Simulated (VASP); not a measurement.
# Cr: single point with PBE

The system is Cr.

```xyz
2
Lattice="2.9186 0.0000 0.0000 0.0000 2.9186 0.0000 0.0000 0.0000 2.9186" Properties=species:S:1:pos:R:3 pbc="T T T"
Cr    0.0000    0.0000    0.0000
Cr    1.4593    1.4593    1.4593
```

- Program: VASP 6.6.1
- Task: single point
- Functional: PBE
- Potentials or basis: VASP PAW PBE potentials, release 64 (Cr_pv)
- Cutoff: 520 eV
- k mesh: 11 × 11 × 11
- Occupations: fermi-dirac, width 0.05 eV
- Spin: collinear spin, antiferromagnetic start
- Starting moments: [-3.0, 3.0] μB
- Dipole correction: no
- Further INCAR settings: ALGO = Normal; EDIFF = 1e-06; NBANDS = 23

```
Pressure                                              : -8.3 GPa
Band gap on the k mesh                                : zero (filled and empty bands overlap)
Net moment                                            : 0.00 μB per cell
Site moments                                          : Cr -1.47, +1.47 μB
Valence electrons inside the program's atomic spheres : Cr 10.91
```

Levels at points of the mesh, in eV from the Fermi level:
Spin up:
```csv
k point,band 9,band 10,band 11,band 12,band 13,band 14,band 15,band 16
"(0.00, 0.00, 0.00)",-3.84,-0.85,-0.85,-0.85,1.25,1.25,2.56,2.56
```
Spin down:
| k point | band 9 | band 10 | band 11 | band 12 | band 13 | band 14 | band 15 | band 16 |
| --- | --- | --- | --- | --- | --- | --- | --- | --- |
| (0.00, 0.00, 0.00) | -3.84 | -0.85 | -0.85 | -0.85 | 1.25 | 1.25 | 2.56 | 2.56 |

It took 56 s on 1 thread of Intel Xeon 8259CL, on a shared host, peak memory 0.18 GiB.

Caveat: the cell stands under tension; an empty level that is flat over the whole mesh can mark a ghost state of the potentials, or a narrow d or f band.
